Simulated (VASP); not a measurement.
# Al2Ru (Fddd) in VASP: notebook

Al2Ru is run at these levels: LDA; tasks: single point.

All numbers are computed with VASP 6.6.1; they aren't measurements. Logs are shortened: lines on timing, memory, paths and dates and some standing lists are left out, and cuts for length are marked.

## Step 1: The cell of the first run

It takes space group Fddd (No. 70, orthorhombic). The conventional cell has a = 4.446 Å, b = 7.777 Å, c = 8.549 Å, α = 90.00°, β = 90.00°, γ = 90.00°. Within 3.3 Å of Al (site symmetry 2) lie 5 Ru at 2.49 to 2.59 Å and 9 Al at 2.51 to 3.10 Å. Ru (site symmetry 222) has 10 Al at 2.49 to 2.59 Å and 4 Ru at 3.10 Å within 3.3 Å.

## Step 2: Single point, LDA

The input, INCAR:

```
SYSTEM = Al2Ru
PREC     = Accurate       ! precision mode
ENCUT    = 520            ! plane-wave cutoff, eV
EDIFF    = 1E-6           ! SCF threshold, eV
ISMEAR   = 0              ! smearing method
SIGMA    = 0.03           ! smearing width, eV
LREAL    = .FALSE.        ! projectors in reciprocal space
LASPH    = .TRUE.         ! aspherical terms in the spheres
NELM     = 60             ! most SCF steps
ALGO     = Fast           ! electronic algorithm
ISIF     = 2              ! what is computed and relaxed
LWAVE    = .FALSE.        ! write WAVECAR
LCHARG   = .FALSE.        ! write CHGCAR
NBANDS   = 29             ! bands
```

The input, KPOINTS:

```
Automatic mesh
0
G
  10 10 10
  0 0 0
```

The input, POSCAR:

```
Al2Ru
1.0
    0.0000000000      3.8883084143      4.2747107179
    2.2229182926      0.0000000000      4.2747107179
    2.2229182926      3.8883084143      0.0000000000
Al Ru
4 2
Direct
    0.0788992938      0.4211007062      0.0788992938
    0.4211007062      0.0788992938      0.4211007062
    0.1711007062      0.8288992938      0.1711007062
    0.8288992938      0.1711007062      0.8288992938
    0.7500000000      0.7500000000      0.7500000000
    0.5000000000      0.5000000000      0.5000000000
```

Potentials or basis: VASP PAW LDA potentials, release 64 (Al, Ru_pv).

On the command line:

```sh
> cat potpaw_LDA.64/Al/POTCAR potpaw_LDA.64/Ru_pv/POTCAR > POTCAR
> mpirun -np 1 vasp_std > vasp.out
```

OUTCAR:

```text
SYSTEM = Al2Ru
   PREC = Accurate
   ENCUT = 520
   EDIFF = 1E-6
   ISMEAR = 0
   LREAL = .FALSE.
   LASPH = .TRUE.
   NELM = 60
   ISIF = 2

 ion  position               nearest neighbor table
   1  0.079  0.421  0.079-   6 2.49   6 2.49   3 2.51   3 2.51   2 2.54   2 2.54   5 2.56   5 2.59
                             5 2.59   2 2.66   4 3.10   4 3.10   4 3.10   4 3.10
   2  0.421  0.079  0.421-   6 2.49   6 2.49   4 2.51   4 2.51   1 2.54   1 2.54   5 2.56   5 2.59
                             5 2.59   1 2.66   3 3.10   3 3.10   3 3.10   3 3.10
   3  0.171  0.829  0.171-   5 2.49   5 2.49   1 2.51   1 2.51   4 2.54   4 2.54   6 2.56   6 2.59
                             6 2.59   4 2.66   2 3.10   2 3.10   2 3.10   2 3.10
   4  0.829  0.171  0.829-   5 2.49   5 2.49   2 2.51   2 2.51   3 2.54   3 2.54   6 2.56   6 2.59
                             6 2.59   3 2.66   1 3.10   1 3.10   1 3.10   1 3.10
   5  0.750  0.750  0.750-   4 2.49   3 2.49   4 2.49   3 2.49   1 2.56   2 2.56   2 2.59   2 2.59
                             1 2.59   1 2.59   6 3.10   6 3.10   6 3.10   6 3.10
   6  0.500  0.500  0.500-   1 2.49   2 2.49   1 2.49   2 2.49   3 2.56   4 2.56   3 2.59   3 2.59
                             4 2.59   4 2.59   5 3.10   5 3.10   5 3.10   5 3.10

  LATTYP: Found a face centered orthorhombic cell.
 ALAT       =     4.4458365852
 B/A-ratio  =     1.7491908845
 C/A-ratio  =     1.9230174731

  Lattice vectors:

 A1 = (   0.0000000000,   3.8883084143,   4.2747107179)
 A2 = (   2.2229182926,   0.0000000000,   4.2747107179)
 A3 = (   2.2229182926,   3.8883084143,   0.0000000000)

Analysis of symmetry for initial positions (statically):
=====================================================================
 Subroutine PRICEL returns:
 Original cell was already a primitive cell.

 Routine SETGRP: Setting up the symmetry group for a
 face centered orthorhombic supercell.

 Subroutine GETGRP returns: Found  8 space group operations
 (whereof  4 operations were pure point group operations)
 out of a pool of  8 trial point group operations.

The static configuration has the point symmetry D_2 .
 The point group associated with its full space group is D_2h.

Analysis of symmetry for dynamics (positions and initial velocities):
=====================================================================
 Subroutine PRICEL returns:
 Original cell was already a primitive cell.

 Routine SETGRP: Setting up the symmetry group for a
 face centered orthorhombic supercell.

 Subroutine GETGRP returns: Found  8 space group operations
 (whereof  4 operations were pure point group operations)
 out of a pool of  8 trial point group operations.

The dynamic configuration has the point symmetry D_2 .
 The point group associated with its full space group is D_2h.

 Subroutine INISYM returns: Found  8 space group operations
 (whereof  4 operations are pure point group operations),
 and found     1 'primitive' translations

----------------------------------------------------------------------------------------

                                     Primitive cell

  volume of cell :      73.8960

  direct lattice vectors                    reciprocal lattice vectors
     0.000000000  3.888308414  4.274710718    -0.224929545  0.128590623  0.116966979
     2.222918293  0.000000000  4.274710718     0.224929545 -0.128590623  0.116966979
     2.222918293  3.888308414  0.000000000     0.224929545  0.128590623 -0.116966979

  length of vectors
     5.778589278  4.818144607  4.478873526     0.284271213  0.284271213  0.284271213

  position of ions in fractional coordinates (direct lattice)
     0.078899294  0.421100706  0.078899294
     0.421100706  0.078899294  0.421100706
     0.171100706  0.828899294  0.171100706
     0.828899294  0.171100706  0.828899294
     0.750000000  0.750000000  0.750000000
     0.500000000  0.500000000  0.500000000

  ion indices of the primitive-cell ions
   primitive index   ion index
                 1           1
                 2           2
                 3           3
                 4           4
                 5           5
                 6           6

----------------------------------------------------------------------------------------

 KPOINTS: Automatic mesh

Automatic generation of k-mesh.
 Grid dimensions read from file:
 generate k-points for:   10   10   10

 Generating k-lattice:

  Cartesian coordinates                     Fractional coordinates (reciprocal lattice)
    -0.022492954  0.012859062  0.011696698     0.100000000  0.000000000  0.000000000
     0.022492954 -0.012859062  0.011696698     0.000000000  0.100000000  0.000000000
     0.022492954  0.012859062 -0.011696698     0.000000000  0.000000000  0.100000000

  Length of vectors
     0.028427121  0.028427121  0.028427121

  Shift w.r.t. Gamma in fractional coordinates (k-lattice)
     0.000000000  0.000000000  0.000000000

 Subroutine IBZKPT returns following result:
 ===========================================

 Found    171 irreducible k-points:

 Following reciprocal coordinates:
            Coordinates               Weight
  0.000000  0.000000  0.000000      1.000000
  0.100000 -0.000000 -0.000000      8.000000
  0.200000 -0.000000 -0.000000      8.000000
  0.300000 -0.000000  0.000000      8.000000
  0.400000 -0.000000 -0.000000      8.000000
  0.500000 -0.000000  0.000000      4.000000
[... 16 lines left out ...]
  0.300000  0.300000  0.000000      2.000000
  0.400000  0.300000 -0.000000      8.000000
 [... further k-points ...]
   k-points           NKPTS =    171   k-points in BZ     NKDIM =    171   number of bands    NBANDS=     29
   number of dos      NEDOS =    301   number of ions     NIONS =      6
   total plane-waves  NPLWV =  62208
   dimension x,y,z NGX =    48 NGY =   36 NGZ =   36
   dimension x,y,z NGXF=    96 NGYF=   72 NGZF=   72
   ions per type =               4   2
   NGX,Y,Z   is equivalent  to a cutoff of  13.81, 12.42, 13.36 a.u.
   NGXF,Y,Z  is equivalent  to a cutoff of  27.62, 24.84, 26.72 a.u.
 SYSTEM =  Al2Ru
   PREC   = accura    normal or accurate (medium, high low for compatibility)
   ISTART =      0    job   : 0-new  1-cont  2-samecut
   ICHARG =      2    charge: 1-file 2-atom 10-const
   ISPIN  =      1    spin polarized calculation?
   LNONCOLLINEAR =      F non collinear calculations
   LSORBIT =      F    spin-orbit coupling
   LASPH  =      T    aspherical Exc in radial PAW
   ENCUT  =  520.0 eV  38.22 Ry    6.18 a.u.  10.74  8.96  8.33*2*pi/ulx,y,z
   NELM   =     60;   NELMIN=  2; NELMDL= -5     # of ELM steps
   EDIFF  = 0.1E-05   stopping-criterion for ELM
   LREAL  =      F    real-space projection
   EDIFFG = 0.1E-04   stopping-criterion for IOM
   NSW    =      0    number of steps for IOM
   IBRION =     -1    ionic relax: 0-MD 1-quasi-New 2-CG
   NFREE  =      0    steps in history (QN), initial steepest desc. (CG)
   ISIF   =      2    stress and relaxation
   ISYM   =      2    0-nonsym 1-usesym 2-fastsym
   POTIM  = 0.5000    time-step for ionic-motion
   TEBEG  =    0.0;   TEEND  =   0.0 temperature during run
   PSTRESS=    0.0 pullay stress
   NELECT =      40.0000    total number of electrons
   NUPDOWN=      -1.0000    fix difference up-down
   EMIN   =  10.00;   EMAX   =-10.00  energy-range for DOS
   EFERMI =   0.00;   METHOD = LEGACY
   ISMEAR =     0;   SIGMA  =   0.03  broadening in eV -4-tet -1-fermi 0-gaus
   EFERMI_NEDOS =   21; number of points for ismear=-14 and -15
   IALGO  =     68    algorithm
   IMIX   =      4    mixing-type and parameters
     AMIX     =   0.40;   BMIX     =  1.00
     AMIX_MAG =   1.60;   BMIX_MAG =  1.00
  volume/ion in A,a.u.               =      12.32        83.11
  Fermi-wavevector in a.u.,A,eV,Ry     =   1.334201  2.521274 24.219618  1.780092
  Thomas-Fermi vector in A             =   2.463000
   LORBIT       =      0    0 simple, 1 ext, 2 COOP (PROOUT), +10 PAW based schemes
   GGA     = CA    functional components
   LHFCALC =     F    Hartree Fock is set to
   AEXX    =    0.0000 exact exchange contribution
   IVDW    =     0    specifies the selected vdW correction
   LEPSILON=     F    determine dielectric tensor
   LRPA    =     F    only Hartree local field effects (RPA)
 non-spin polarized calculation
 RMM-DIIS sequential band-by-band and
 Gauss-broadening in eV      SIGMA  =   0.03
  energy-cutoff  :      520.00
  volume of cell :       73.90
 maximum number of plane-waves:      2010
 NGX is ok and might be reduce to    48

 number of electron      39.9999996 magnetization

 Free energy of the ion-electron system (eV)
  ---------------------------------------------------
  ext. energy  EPLUGINS =         0.00000000
  ---------------------------------------------------
  free energy    TOTEN  =       -41.96656419 eV

  energy without entropy =      -41.96652700  energy(sigma->0) =      -41.96654559

 E-fermi :  12.1747     XC(G=0): -12.6295

 val. band max:       12.1158687619   @ k =   0.1000   0.1000   0.0000
 cond. band min:      12.1750272740   @ k =   0.0000   0.3000   0.3000
 fundamental gap:      0.0591585121
 Fermi energy:        12.1746576231

 k-point     1 :       0.0000    0.0000    0.0000
  band No.  band energies     occupation
      1     -30.6614      2.00000
      2     -30.5656      2.00000
      3     -30.5349      2.00000
      4     -30.4929      2.00000
      5     -30.4786      2.00000
      6     -30.4658      2.00000
[... 21 lines left out ...]
     28      16.6216      0.00000
     29      17.0207      0.00000

 k-point     2 :       0.1000   -0.0000   -0.0000
  band No.  band energies     occupation
      1     -30.6600      2.00000
      2     -30.5679      2.00000
      3     -30.5346      2.00000
      4     -30.4929      2.00000
      5     -30.4788      2.00000
      6     -30.4659      2.00000
[... 21 lines left out ...]
     28      17.2507      0.00000
     29      17.4358      0.00000

 k-point     3 :       0.2000   -0.0000   -0.0000
  band No.  band energies     occupation
      1     -30.6562      2.00000
      2     -30.5737      2.00000
      3     -30.5349      2.00000
      4     -30.4924      2.00000
      5     -30.4792      2.00000
      6     -30.4662      2.00000
[... 21 lines left out ...]
     28      18.2554      0.00000
     29      18.7920      0.00000

 k-point     4 :       0.3000   -0.0000    0.0000
  band No.  band energies     occupation
      1     -30.6511      2.00000
      2     -30.5808      2.00000
      3     -30.5367      2.00000
      4     -30.4909      2.00000
      5     -30.4795      2.00000
      6     -30.4667      2.00000
[... 21 lines left out ...]
     28      19.0279      0.00000
     29      19.6899      0.00000

 k-point     5 :       0.4000   -0.0000   -0.0000
  band No.  band energies     occupation
      1     -30.6463      2.00000
      2     -30.5870      2.00000
      3     -30.5390      2.00000
      4     -30.4893      2.00000
      5     -30.4790      2.00000
      6     -30.4676      2.00000
[... 21 lines left out ...]
     28      19.2531      0.00000
     29      19.9087      0.00000
[... 510 lines left out ...]
     28      19.1344      0.00000
     29      19.4337      0.00000

 k-point    22 :      -0.2000    0.2000    0.0000
  band No.  band energies     occupation
      1     -30.6501      2.00000
      2     -30.5876      2.00000
      3     -30.5318      2.00000
      4     -30.4898      2.00000
      5     -30.4788      2.00000
      6     -30.4694      2.00000
[... 21 lines left out ...]
     28      19.1537      0.00000
     29      19.6329      0.00000

 k-point    23 :       0.3000    0.3000    0.0000
  band No.  band energies     occupation
      1     -30.6371      2.00000
      2     -30.5627      2.00000
      3     -30.5563      2.00000
      4     -30.5178      2.00000
      5     -30.4705      2.00000
      6     -30.4586      2.00000
[... 21 lines left out ...]
     28      17.3800      0.00000
     29      18.1746      0.00000

 k-point    24 :       0.4000    0.3000   -0.0000
  band No.  band energies     occupation
      1     -30.6297      2.00000
      2     -30.5760      2.00000
      3     -30.5496      2.00000
      4     -30.5215      2.00000
      5     -30.4686      2.00000
      6     -30.4591      2.00000
[... 21 lines left out ...]
     28      17.5352      0.00000
     29      18.5153      0.00000

 [... further k-points ...]

------------------------ aborting loop because EDIFF is reached ----------------------------------------

  FORCE on cell =-STRESS in cart. coord.  units (eV):
  Direction    XX          YY          ZZ          XY          YZ          ZX
  --------------------------------------------------------------------------------------
  -------------------------------------------------------------------------------------
  Total       12.8014038      6.8930409      8.0186701      0.0000000      0.0000000      0.0000000
  in kB      277.5538457    149.4515780    173.8569267      0.0000000      0.0000000      0.0000000
  external PRESSURE =     200.2874501 kB  Pullay stress =       0.0000000 kB

 VOLUME and BASIS-vectors are now :
 -----------------------------------------------------------------------------
  energy-cutoff  :      520.00
  volume of cell :       73.90
      direct lattice vectors                 reciprocal lattice vectors
     0.000000000  3.888308414  4.274710718    -0.224929545  0.128590623  0.116966979
     2.222918293  0.000000000  4.274710718     0.224929545 -0.128590623  0.116966979
     2.222918293  3.888308414  0.000000000     0.224929545  0.128590623 -0.116966979

 POSITION                                       TOTAL-FORCE (eV/Angst)
 -----------------------------------------------------------------------------------
      1.11146      0.61357      2.13736         0.000000      0.253832      0.000000
      1.11146      3.27474      2.13736         0.000000     -0.253832      0.000000
      2.22292      1.33058      4.27471        -0.000000     -0.253832     -0.000000
      2.22292      6.44603      4.27471        -0.000000      0.253832     -0.000000
      3.33438      5.83246      6.41207         0.000000      0.000000      0.000000
      2.22292      3.88831      4.27471         0.000000     -0.000000     -0.000000
 -----------------------------------------------------------------------------------
    total drift:                               -0.000000     -0.000000     -0.000000

  FREE ENERGIE OF THE ION-ELECTRON SYSTEM (eV)
  ---------------------------------------------------
  free  energy   TOTEN  =       -41.9665641856 eV

  energy  without entropy=      -41.9665270006  energy(sigma->0) =      -41.96654559
```

Wall time 14 min (1 thread of AMD EPYC 7R13, shared host); peak memory 0.38 GiB.

Results:

```yaml
Free_energy: -41.9666 eV
Pressure: 20.0 GPa
Largest_force: 0.254 eV/Å
Band_gap_on_the_k_mesh: zero (band 20 reaches 12.27 eV, above the bottom of band 21 at 12.18 eV)
```

Forces in eV/Å, atoms in the order of the input:
```
Al   0.000  0.254  0.000
Al   0.000 -0.254  0.000
Al   0.000 -0.254  0.000
Al   0.000  0.254  0.000
Ru   0.000  0.000  0.000
Ru   0.000  0.000  0.000
```

Stress tensor (GPa, compression positive):
```
27.76  0.00  0.00
 0.00 14.95  0.00
 0.00  0.00 17.39
```

## Step 3: Single point, LDA

This run uses another cell than the first one, of the same volume but with other edges.

The input, INCAR:

```
SYSTEM = Al2Ru
  PREC = Accurate
  ENCUT = 520
  EDIFF = 1E-6
  ISMEAR = 0
  SIGMA = 0.03
  LREAL = .FALSE.
  LASPH = .TRUE.
  NELM = 80
  ALGO = Fast
  ISIF = 2
  LWAVE = .FALSE.
  LCHARG = .FALSE.
  NBANDS = 29
```

The input, KPOINTS:

```
regular mesh
0
G
  10 10 10
  0 0 0
```

POSCAR: that of step 2 with these lines changed.

```diff
@@ -2,5 +2,5 @@
 1.0
-    0.0000000000      3.8883084143      4.2747107179
-    2.2229182926      0.0000000000      4.2747107179
-    2.2229182926      3.8883084143      0.0000000000
+    0.0000000000      3.9672831560      4.3615336082
+    2.1352980982      0.0000000000      4.3615336082
+    2.1352980982      3.9672831560      0.0000000000
 Al Ru
```

Potentials or basis: VASP PAW LDA potentials, release 64 (Al, Ru_pv).

On the command line:

```sh
> cat potpaw_LDA.64/Al/POTCAR potpaw_LDA.64/Ru_pv/POTCAR > POTCAR
> mpirun -np 1 vasp_std > vasp.out
```

Wall time 17 min (1 thread of AMD EPYC 7R13, shared host); peak memory 0.39 GiB.

The run converged. Its results:

```yaml
Free_energy: -41.5507 eV
Pressure: 21.6 GPa
Largest_force: 0.473 eV/Å
Band_gap_on_the_k_mesh: zero (band 20 reaches 12.65 eV, above the bottom of band 21 at 12.12 eV)
```

Forces in eV/Å, atoms in the order of the input:
```
Al   0.000  0.473  0.000
Al   0.000 -0.473  0.000
Al   0.000 -0.473  0.000
Al   0.000  0.473  0.000
Ru   0.000  0.000  0.000
Ru   0.000  0.000  0.000
```

Stress tensor (GPa, compression positive):
```
43.68  0.00  0.00
 0.00 10.66  0.00
 0.00  0.00 10.56
```

Levels at points of the mesh, in eV from the Fermi level:
| k point | band 17 | band 18 | band 19 | band 20 | band 21 | band 22 | band 23 | band 24 |
| --- | --- | --- | --- | --- | --- | --- | --- | --- |
| (0.00, 0.00, 0.00) | -1.95 | -1.92 | -1.63 | 0.47 | 1.48 | 2.72 | 2.84 | 2.85 |
| (0.50, 0.00, 0.00) | -2.65 | -2.52 | -1.48 | -1.19 | 0.21 | 0.55 | 2.12 | 3.37 |
| (0.50, 0.50, 0.00) | -2.28 | -2.28 | -0.74 | -0.74 | 2.25 | 2.25 | 2.65 | 2.65 |
| (0.50, 0.00, 0.50) | -2.31 | -2.31 | -1.92 | -1.92 | 1.57 | 1.57 | 2.14 | 2.14 |
| (0.00, 0.50, 0.50) | -3.18 | -3.18 | -1.53 | -1.53 | 0.43 | 0.43 | 4.70 | 4.70 |
